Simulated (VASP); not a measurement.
Write the native input for VASP 6.6.1 that does the following.

| Item | Value |
| --- | --- |
| Task | single point |
| Functional | PBEsol |
| Dispersion | D4 |
| Potentials or basis | VASP PAW PBE potentials, release 64 (Se, Zn) |
| Cutoff | 520 eV |
| k mesh | 8 × 8 × 8 |
| Occupations | fermi-dirac, width 0.05 eV |
| Spin | no spin polarisation |
| Dipole correction | no |
| Further INCAR settings | ALGO = Normal; EDIFF = 1e-07; NBANDS = 16 |

The structure of ZnSe (Stilleite) lies in POSCAR:

```
ZnSe
1.0
    0.0000000000      2.7983567682      2.7983567682
    2.7983567682      0.0000000000      2.7983567682
    2.7983567682      2.7983567682      0.0000000000
Se Zn
1 1
Direct
    0.7500000000      0.7500000000      0.7500000000
    0.0000000000      0.0000000000      0.0000000000
```

These files were run (other wordings do the same):

INCAR

```
ALGO = Normal
EDIFF = 1E-7
ENCUT = 520
GGA = PS
ISIF = 2
ISMEAR = -1
IVDW = 13
LASPH = True
LCHARG = False
LREAL = False
LWAVE = False
NBANDS = 16
NELM = 100
PREC = Accurate
SIGMA = 0.05
```

KPOINTS

```
k-points
0
Gamma
  8 8 8
```

Potentials or basis: VASP PAW PBE potentials, release 64 (Se, Zn).

Launch:

```sh
$ cat potpaw_PBE.64/Se/POTCAR potpaw_PBE.64/Zn/POTCAR > POTCAR
$ mpirun -np 1 vasp_std > vasp.out
```

It gave:

| Item | Value |
| --- | --- |
| Pressure | 0.3 GPa |
| Band gap on the k mesh | 1.32 eV, direct |
| Dispersion energy per atom | -0.189 eV |

Caveat: the PAW data sets were made with another functional, which shifts forces and pressure a little.

Run time: 26 s on 1 thread of Intel Xeon 6975P-C, with other jobs on the host, peak memory 0.18 GiB.
